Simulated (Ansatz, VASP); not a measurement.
**One calculation of Se, two programs**

The input INCAR:

```
  PREC = Accurate
  ENCUT = 520
  EDIFF = 1E-8
  ISMEAR = -1
  SIGMA = 0.03
  LREAL = False
  LASPH = True
  NELM = 60
  ALGO = Normal
  ISIF = 2
  LWAVE = False
  LCHARG = False
  GGA = PS
  LEFG = True
  NBANDS = 16
```

File KPOINTS:

```
Automatic mesh
0
Gamma
  6 6 5
```

The input POSCAR:

```
Se
1.0
    4.2770688178      0.0000000000      0.0000000000
   -2.1385344090      3.7040502500      0.0000000000
    0.0000000000      0.0000000000      4.8524777481
Se
3
Direct
    0.2254000000      0.0000000000      0.3333333333
    0.0000000000      0.2254000000      0.6666666667
    0.7746000000      0.7746000000      0.0000000000
```

Input for Ansatz:

```yaml
crystal:
  lattice:
    - [4.2770688178, 0.0, 0.0]
    - [-2.138534409, 3.70405025, 0.0]
    - [0.0, 0.0, 4.8524777481]
  atoms:
    - { symbol: Se, position: [0.2254, 0.0, 0.3333333333] }
    - { symbol: Se, position: [0.0, 0.2254, 0.6666666667] }
    - { symbol: Se, position: [0.7746, 0.7746, 0.0] }
kpoints:
  mp_grid: { grid: [6, 6, 5] }
scf:
  occupations: { method: fermi_dirac, width: 0.03 }
hamiltonian:
  xc: pbesol
  pseudopotentials: { kind: paw }
output:
  forces: true
  stress: true
  eigenvalues: true
  efg: { contact_densities: true }
```

Change from the starting cell: volume scaled by 0.94, PAW files.

Alike in both runs: task electric field gradients; functional PBEsol; k mesh 6 × 6 × 5; occupations fermi-dirac, width 0.03 eV; no spin polarisation.

```csv
,VASP,Ansatz
version,VASP 6.6.1,Ansatz 0.2.0
potentials or method,"VASP PAW PBE potentials, release 64 (Se)","PAW with Ansatz's default frozen-core files, scalar-relativistic"
plane-wave cutoff (eV),520,420
valence electrons in the cell,18,48
```

|  | VASP | Ansatz | Ansatz less VASP |
| --- | --- | --- | --- |
| gap on the k mesh at the Fermi level (eV) | 1.19 | 1.19 | +0.003 |
| pressure (GPa) | 4.5 | 4.2 | -0.27 |
| traceless stress, the component that is largest in VASP (GPa) | 2.64 | 2.53 | -0.103 |
| rms of the force components (eV/Å) | 0.601 | 0.566 | -0.0350 |
| size of Vzz on the site where it differs most (V/Å²) | 472.5 | 491.4 | +18.98 |

VASP's potentials were made for PBE, not for PBEsol. Atom by atom the forces differ by 0.035 eV/Å (rms over components). The functional is the same, so the differences come from potentials, cutoffs and numerics. VASP's potentials hold 18 valence electrons a cell and Ansatz's 48, so a difference there can come from the potentials and not from the codes.
